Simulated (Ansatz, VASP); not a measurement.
## AgCl: VASP beside Ansatz

The input INCAR:

```
PREC     = Accurate       # precision mode
ENCUT    = 520            # plane-wave cutoff, eV
EDIFF    = 1E-8           # SCF threshold, eV
ISMEAR   = -1             # smearing method
SIGMA    = 0.03           # smearing width, eV
LREAL    = False          # projectors in reciprocal space
LASPH    = True           # aspherical terms in the spheres
NELM     = 100            # most SCF steps
ALGO     = Normal         # electronic algorithm
ISIF     = 2              # what is computed and relaxed
LWAVE    = False          # write WAVECAR
LCHARG   = False          # write CHGCAR
GGA      = PS             # functional
LEFG     = True         
NBANDS   = 26             # bands
```

The input KPOINTS:

```
Automatic mesh
0
Gamma
  9 9 8
```

Contents of POSCAR:

```
AgCl
1.0
    1.8334915089     -5.4454633311      0.0000000000
    1.8334915089      5.4454633311      0.0000000000
    0.0000000000      0.0000000000      3.9240373500
Ag Cl
2 2
Direct
    0.3965554000      0.6034446000      0.7500000000
    0.6034446000      0.3965554000      0.2500000000
    0.8654487300      0.1345512700      0.2500000000
    0.1345512700      0.8654487300      0.7500000000
```

Input for Ansatz:

```yaml
crystal:
  lattice:
    - [1.8334915089, -5.4454633311, 0.0]
    - [1.8334915089, 5.4454633311, 0.0]
    - [0.0, 0.0, 3.92403735]
  atoms:
    - { symbol: Ag, position: [0.3965554, 0.6034446, 0.75] }
    - { symbol: Ag, position: [0.6034446, 0.3965554, 0.25] }
    - { symbol: Cl, position: [0.86544873, 0.13455127, 0.25] }
    - { symbol: Cl, position: [0.13455127, 0.86544873, 0.75] }
kpoints:
  mp_grid: { grid: [9, 9, 8] }
scf:
  occupations: { method: fermi_dirac, width: 0.03 }
hamiltonian:
  xc: pbesol
  pseudopotentials: { kind: all_electron, datasets: crystal }
output:
  forces: true
  stress: true
  eigenvalues: true
  efg: { contact_densities: true }
```

Change from the starting cell: equal xx and yy strain of -2 %, crystal datasets.

Alike in both runs: task electric field gradients; functional PBEsol; k mesh 9 × 9 × 8; occupations fermi-dirac, width 0.03 eV; no spin polarisation.

|  | VASP | Ansatz |
| --- | --- | --- |
| version | VASP 6.6.1 | Ansatz 0.2.0 |
| potentials or method | VASP PAW PBE potentials, release 64 (Ag, Cl), cutoff 520 eV | all-electron PAW with datasets made for the crystal, scalar-relativistic |

Ansatz gave:

```
pressure (GPa)                                                : -0.9
traceless stress, the component that is largest in VASP (GPa) : -0.35
rms of the force components (eV/Å)                            : 0.019
size of Vzz on the site where it differs most (V/Å²)          : 45.0
```

What did VASP give for the same quantities?

Pressure (GPa): -1.0; traceless stress, the component that is largest in VASP (GPa): -0.36; rms of the force components (eV/Å): 0.019; size of Vzz on the site where it differs most (V/Å²): 48.9.

VASP's potentials were made for PBE, not for PBEsol. Atom by atom the forces differ by 0.001 eV/Å (rms over components). Ansatz ran all-electron here, and VASP with PAW potentials.
